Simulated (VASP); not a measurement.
# CoSi (WC type) (P-6m2) in VASP: further runs

Runs on CoSi (WC type). Level: PBE. Tasks: single point.

Program: VASP 6.6.1. These are calculated values, not measurements. Logs are shortened: lines on timing, memory, paths and dates and some standing lists are left out, and cuts for length are marked.

### 1 The cell of the first run

Symmetry: P-6m2, No. 187, hexagonal system. Conventional cell: a = 2.736 Å, b = 2.736 Å, c = 3.489 Å, α = 90.00°, β = 90.00°, γ = 120.00°. Co (site symmetry -6m2) has 6 Si at 2.35 Å and 6 Co at 2.74 Å within 3.1 Å. Within 3.1 Å of Si (site symmetry -6m2) lie 6 Co at 2.35 Å and 6 Si at 2.74 Å.

### 2 Single point, PBE

The input, INCAR:

```
SYSTEM = CoSi
PREC = Accurate
ENCUT = 520
EDIFF = 1E-7
ISMEAR = -1
SIGMA = 0.05
LREAL = .False.
LASPH = .True.
NELM = 60
ALGO = Normal
ISIF = 2
LWAVE = .False.
LCHARG = .False.
GGA = PE
NBANDS = 14
```

The input, KPOINTS:

```
Automatic mesh
0
Gamma
  15 15 13
  0 0 0
```

The input, POSCAR:

```
CoSi
1.0
    2.7360355789      0.0000000000      0.0000000000
   -1.3680177895      2.3694763170      0.0000000000
    0.0000000000      0.0000000000      3.4890271678
Co Si
1 1
Direct
    0.0000000000      0.0000000000      0.0000000000
    0.3333333333      0.6666666667      0.5000000000
```

Potentials or basis: VASP PAW PBE potentials, release 64 (Co, Si).

Started as:

```console
$ cat potpaw_PBE.64/Co/POTCAR potpaw_PBE.64/Si/POTCAR > POTCAR
$ mpirun -np 1 vasp_std > vasp.out
```

OUTCAR:

```text
SYSTEM = CoSi
   PREC = Accurate
   ENCUT = 520
   EDIFF = 1E-7
   ISMEAR = -1
   LREAL = .False.
   LASPH = .True.
   NELM = 60
   ISIF = 2
   GGA = PE

 ion  position               nearest neighbor table
   1  0.000  0.000  0.000-   2 2.35   2 2.35   2 2.35   2 2.35   2 2.35   2 2.35
   2  0.333  0.667  0.500-   1 2.35   1 2.35   1 2.35   1 2.35   1 2.35   1 2.35

  LATTYP: Found a hexagonal cell.
 ALAT       =     2.7360355789
 C/A-ratio  =     1.2752126452

  Lattice vectors:

 A1 = (   2.7360355789,   0.0000000000,   0.0000000000)
 A2 = (  -1.3680177895,   2.3694763170,   0.0000000000)
 A3 = (   0.0000000000,   0.0000000000,   3.4890271678)

Analysis of symmetry for initial positions (statically):
=====================================================================
 Subroutine PRICEL returns:
 Original cell was already a primitive cell.

 Routine SETGRP: Setting up the symmetry group for a
 hexagonal supercell.

 Subroutine GETGRP returns: Found 12 space group operations
 (whereof 12 operations were pure point group operations)
 out of a pool of 24 trial point group operations.

The static configuration has the point symmetry D_3h.

Analysis of symmetry for dynamics (positions and initial velocities):
=====================================================================
 Subroutine PRICEL returns:
 Original cell was already a primitive cell.

 Routine SETGRP: Setting up the symmetry group for a
 hexagonal supercell.

 Subroutine GETGRP returns: Found 12 space group operations
 (whereof 12 operations were pure point group operations)
 out of a pool of 24 trial point group operations.

The dynamic configuration has the point symmetry D_3h.

 Subroutine INISYM returns: Found 12 space group operations
 (whereof 12 operations are pure point group operations),
 and found     1 'primitive' translations

----------------------------------------------------------------------------------------

                                     Primitive cell

  volume of cell :      22.6193

  direct lattice vectors                    reciprocal lattice vectors
     2.736035579  0.000000000  0.000000000     0.365492323  0.211017091  0.000000000
    -1.368017790  2.369476317  0.000000000     0.000000000  0.422034182  0.000000000
     0.000000000  0.000000000  3.489027168     0.000000000  0.000000000  0.286612844

  length of vectors
     2.736035579  2.736035579  3.489027168     0.422034182  0.422034182  0.286612844

  position of ions in fractional coordinates (direct lattice)
     0.000000000  0.000000000  0.000000000
     0.333333333  0.666666667  0.500000000

  ion indices of the primitive-cell ions
   primitive index   ion index
                 1           1
                 2           2

----------------------------------------------------------------------------------------

 KPOINTS: Automatic mesh

Automatic generation of k-mesh.
 Grid dimensions read from file:
 generate k-points for:   15   15   13

 Generating k-lattice:

  Cartesian coordinates                     Fractional coordinates (reciprocal lattice)
     0.024366155  0.014067806  0.000000000     0.066666667 -0.000000000  0.000000000
     0.000000000  0.028135612  0.000000000     0.000000000  0.066666667  0.000000000
     0.000000000  0.000000000  0.022047142     0.000000000  0.000000000  0.076923077

  Length of vectors
     0.028135612  0.028135612  0.022047142

  Shift w.r.t. Gamma in fractional coordinates (k-lattice)
     0.000000000  0.000000000  0.000000000

 Subroutine IBZKPT returns following result:
 ===========================================

 Found    189 irreducible k-points:

 Following reciprocal coordinates:
            Coordinates               Weight
  0.000000  0.000000  0.000000      1.000000
  0.066667  0.000000  0.000000      6.000000
  0.133333 -0.000000  0.000000      6.000000
  0.200000  0.000000  0.000000      6.000000
  0.266667 -0.000000  0.000000      6.000000
  0.333333  0.000000  0.000000      6.000000
[... 16 lines left out ...]
  0.333333  0.200000  0.000000     12.000000
  0.400000  0.200000  0.000000      6.000000
 [... further k-points ...]
   k-points           NKPTS =    189   k-points in BZ     NKDIM =    189   number of bands    NBANDS=     14
   number of dos      NEDOS =    301   number of ions     NIONS =      2
   total plane-waves  NPLWV =  11200
   dimension x,y,z NGX =    20 NGY =   20 NGZ =   28
   dimension x,y,z NGXF=    40 NGYF=   40 NGZF=   56
   ions per type =               1   1
   NGX,Y,Z   is equivalent  to a cutoff of  12.15, 12.15, 13.34 a.u.
   NGXF,Y,Z  is equivalent  to a cutoff of  24.30, 24.30, 26.68 a.u.
 SYSTEM =  CoSi
   PREC   = accura    normal or accurate (medium, high low for compatibility)
   ISTART =      0    job   : 0-new  1-cont  2-samecut
   ICHARG =      2    charge: 1-file 2-atom 10-const
   ISPIN  =      1    spin polarized calculation?
   LNONCOLLINEAR =      F non collinear calculations
   LSORBIT =      F    spin-orbit coupling
   LASPH  =      T    aspherical Exc in radial PAW
   ENCUT  =  520.0 eV  38.22 Ry    6.18 a.u.   5.09  5.09  6.49*2*pi/ulx,y,z
   NELM   =     60;   NELMIN=  2; NELMDL= -5     # of ELM steps
   EDIFF  = 0.1E-06   stopping-criterion for ELM
   LREAL  =      F    real-space projection
   EDIFFG = 0.1E-05   stopping-criterion for IOM
   NSW    =      0    number of steps for IOM
   IBRION =     -1    ionic relax: 0-MD 1-quasi-New 2-CG
   NFREE  =      0    steps in history (QN), initial steepest desc. (CG)
   ISIF   =      2    stress and relaxation
   ISYM   =      2    0-nonsym 1-usesym 2-fastsym
   POTIM  = 0.5000    time-step for ionic-motion
   TEBEG  =    0.0;   TEEND  =   0.0 temperature during run
   PSTRESS=    0.0 pullay stress
   NELECT =      13.0000    total number of electrons
   NUPDOWN=      -1.0000    fix difference up-down
   EMIN   =  10.00;   EMAX   =-10.00  energy-range for DOS
   EFERMI =   0.00;   METHOD = LEGACY
   ISMEAR =    -1;   SIGMA  =   0.05  broadening in eV -4-tet -1-fermi 0-gaus
   EFERMI_NEDOS =   21; number of points for ismear=-14 and -15
   IALGO  =     38    algorithm
   IMIX   =      4    mixing-type and parameters
     AMIX     =   0.40;   BMIX     =  1.00
     AMIX_MAG =   1.60;   BMIX_MAG =  1.00
  volume/ion in A,a.u.               =      11.31        76.32
  Fermi-wavevector in a.u.,A,eV,Ry     =   1.361120  2.572144 25.206807  1.852648
  Thomas-Fermi vector in A             =   2.487724
   LORBIT       =      0    0 simple, 1 ext, 2 COOP (PROOUT), +10 PAW based schemes
   GGA     = PE    functional components
   LHFCALC =     F    Hartree Fock is set to
   AEXX    =    0.0000 exact exchange contribution
   IVDW    =     0    specifies the selected vdW correction
   LEPSILON=     F    determine dielectric tensor
   LRPA    =     F    only Hartree local field effects (RPA)
 non-spin polarized calculation
  energy-cutoff  :      520.00
  volume of cell :       22.62
 maximum number of plane-waves:       620
   NGX = 11   NGY = 11   NGZ = 13

 number of electron      12.9999993 magnetization

 Free energy of the ion-electron system (eV)
  ---------------------------------------------------
  ext. energy  EPLUGINS =         0.00000000
  ---------------------------------------------------
  free energy    TOTEN  =       -13.22575405 eV

  energy without entropy =      -13.21391851  energy(sigma->0) =      -13.21983628

 E-fermi :  11.7010     XC(G=0): -12.6557

 val. band max:       11.6957344786   @ k =   0.2667   0.1333   0.2308
 cond. band min:      11.7016885942   @ k =   0.4667   0.0667   0.4615
 fundamental gap:      0.0059541157
 Fermi energy:        11.7010311643

 k-point     1 :       0.0000    0.0000    0.0000
  band No.  band energies     occupation
      1      -1.9755      2.00000
      2       7.7255      2.00000
      3       9.3465      2.00000
      4       9.9452      2.00000
      5       9.9452      2.00000
      6      10.5191      2.00000
      7      10.5191      2.00000
      8      15.8620      0.00000
      9      21.1412      0.00000
     10      21.1412      0.00000
     11      23.0924      0.00000
     12      23.0924      0.00000
     13      25.5590      0.00000
     14      29.7339      0.00000

 k-point     2 :       0.0667    0.0000    0.0000
  band No.  band energies     occupation
      1      -1.8586      2.00000
      2       7.7867      2.00000
      3       9.1525      2.00000
      4       9.8736      2.00000
      5       9.9999      2.00000
      6      10.5012      2.00000
      7      10.8089      2.00000
      8      15.8843      0.00000
      9      19.9134      0.00000
     10      20.3978      0.00000
     11      23.0577      0.00000
     12      24.0116      0.00000
     13      26.3421      0.00000
     14      29.0884      0.00000

 k-point     3 :       0.1333   -0.0000    0.0000
  band No.  band energies     occupation
      1      -1.5098      2.00000
      2       7.9487      2.00000
      3       8.8144      2.00000
      4       9.6690      2.00000
      5      10.1591      2.00000
      6      10.4508      2.00000
      7      11.4316      1.99090
      8      15.9282      0.00000
      9      17.8427      0.00000
     10      19.2714      0.00000
     11      22.5979      0.00000
     12      25.6624      0.00000
     13      27.3109      0.00000
     14      27.7287      0.00000
[... 324 lines left out ...]
 k-point    23 :       0.3333    0.2000    0.0000
  band No.  band energies     occupation
      1       3.3670      2.00000
      2       6.1909      2.00000
      3       8.0410      2.00000
      4       8.1823      2.00000
      5       9.5686      2.00000
      6      11.2708      1.99963
      7      12.1688      0.00017
      8      12.7507      0.00000
      9      16.4760      0.00000
     10      18.9893      0.00000
     11      20.1285      0.00000
     12      23.3925      0.00000
     13      24.0185      0.00000
     14      26.0792      0.00000

 k-point    24 :       0.4000    0.2000    0.0000
  band No.  band energies     occupation
      1       4.3835      2.00000
      2       5.1762      2.00000
      3       7.9511      2.00000
      4       8.1943      2.00000
      5       9.5078      2.00000
      6      11.3609      1.99778
      7      12.0751      0.00113
      8      12.6297      0.00000
      9      17.0466      0.00000
     10      19.4841      0.00000
     11      19.5038      0.00000
     12      22.7000      0.00000
     13      23.8391      0.00000
     14      25.9978      0.00000

 [... further k-points ...]

------------------------ aborting loop because EDIFF is reached ----------------------------------------

  FORCE on cell =-STRESS in cart. coord.  units (eV):
  Direction    XX          YY          ZZ          XY          YZ          ZX
  --------------------------------------------------------------------------------------
  -------------------------------------------------------------------------------------
  Total       -0.0045189     -0.0045189     -0.0136448      0.0000000      0.0000000      0.0000000
  in kB       -0.3200847     -0.3200847     -0.9664965      0.0000000      0.0000000      0.0000000
  external PRESSURE =      -0.5355553 kB  Pullay stress =       0.0000000 kB

 VOLUME and BASIS-vectors are now :
 -----------------------------------------------------------------------------
  energy-cutoff  :      520.00
  volume of cell :       22.62
      direct lattice vectors                 reciprocal lattice vectors
     2.736035579  0.000000000  0.000000000     0.365492323  0.211017091  0.000000000
    -1.368017790  2.369476317  0.000000000     0.000000000  0.422034182  0.000000000
     0.000000000  0.000000000  3.489027168     0.000000000  0.000000000  0.286612844

 POSITION                                       TOTAL-FORCE (eV/Angst)
 -----------------------------------------------------------------------------------
      0.00000      0.00000      0.00000         0.000000     -0.000000      0.000000
     -0.00000      1.57965      1.74451        -0.000000      0.000000      0.000000
 -----------------------------------------------------------------------------------
    total drift:                                0.000000     -0.000000      0.000000

  FREE ENERGIE OF THE ION-ELECTRON SYSTEM (eV)
  ---------------------------------------------------
  free  energy   TOTEN  =       -13.2257540459 eV

  energy  without entropy=      -13.2139185139  energy(sigma->0) =      -13.21983628
```

Run time: 22 s. Hardware: 1 thread of Intel Xeon 6975P-C (Granite Rapids), shared host; peak memory 0.18 GiB.

Results:

- Free energy: -13.2258 eV
- Pressure: -0.1 GPa

Levels at points of the mesh, in eV from the Fermi level:
```
           k point  band 5  band 6  band 7  band 8  band 9  band 10
(0.00, 0.00, 0.00)   -1.76   -1.18   -1.18    4.16    9.44     9.44
```

### 3 Single point, PBE

The input, INCAR:

```
PREC     = Accurate       # precision mode
ENCUT    = 520            # plane-wave cutoff, eV
EDIFF    = 1E-7           # SCF threshold, eV
ISMEAR   = -1             # smearing method
SIGMA    = 0.05           # smearing width, eV
LREAL    = F              # projectors in reciprocal space
LASPH    = T              # aspherical terms in the spheres
NELM     = 60             # most SCF steps
ALGO     = Normal         # electronic algorithm
ISIF     = 2              # what is computed and relaxed
LWAVE    = F              # write WAVECAR
LCHARG   = F              # write CHGCAR
GGA      = PE             # functional
NBANDS   = 14             # bands
```

The input, KPOINTS:

```
regular mesh
0
Gamma
  15 15 13
```

POSCAR is that of step 2.

Potentials or basis: VASP PAW PBE potentials, release 64 (Co, Si).

Started as:

```console
$ cat potpaw_PBE.64/Co/POTCAR potpaw_PBE.64/Si/POTCAR > POTCAR
$ mpirun -np 1 vasp_std > vasp.out
```

It took 22 s on 1 thread of Intel Xeon 6975P-C (Granite Rapids), shared host; peak memory 0.17 GiB.

Results (log left out):

| Quantity | Value |
| --- | --- |
| Free energy | -13.2258 eV |
| Pressure | -0.1 GPa |

Levels at points of the mesh, in eV from the Fermi level:
| k point | band 3 | band 4 | band 5 | band 6 | band 7 | band 8 | band 9 | band 10 | band 11 | band 12 |
| --- | --- | --- | --- | --- | --- | --- | --- | --- | --- | --- |
| (0.00, 0.00, 0.00) | -2.35 | -1.76 | -1.76 | -1.18 | -1.18 | 4.16 | 9.44 | 9.44 | 11.39 | 11.39 |
